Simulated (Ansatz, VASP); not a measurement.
**One calculation of Cu, two programs**

```xyz
1
Lattice="0.0000 1.7909 1.7909 1.7909 0.0000 1.7909 1.7909 1.7909 0.0000" Properties=species:S:1:pos:R:3 pbc="T T T"
Cu    0.0000    0.0000    0.0000
```

Alike in both runs: task single point; functional LDA; k mesh 12 × 12 × 12; occupations fermi-dirac, width 0.06 eV; no spin polarisation.

|  | VASP | Ansatz |
| --- | --- | --- |
| version | VASP 6.6.1 | Ansatz 0.2 development build |
| potentials or method | VASP PAW LDA potentials, release 64 (Cu), cutoff 520 eV | all-electron full-potential LAPW, scalar-relativistic |

Ansatz gave:

| Item | Value |
| --- | --- |
| pressure (GPa) | -9.0 |

Problem. Which values does VASP return?

Solution. Pressure (GPa): -8.1.

LDA's correlation is that of Perdew and Zunger in VASP and of Perdew and Wang (1992) in Ansatz. Ansatz ran all-electron here, and VASP with PAW potentials.
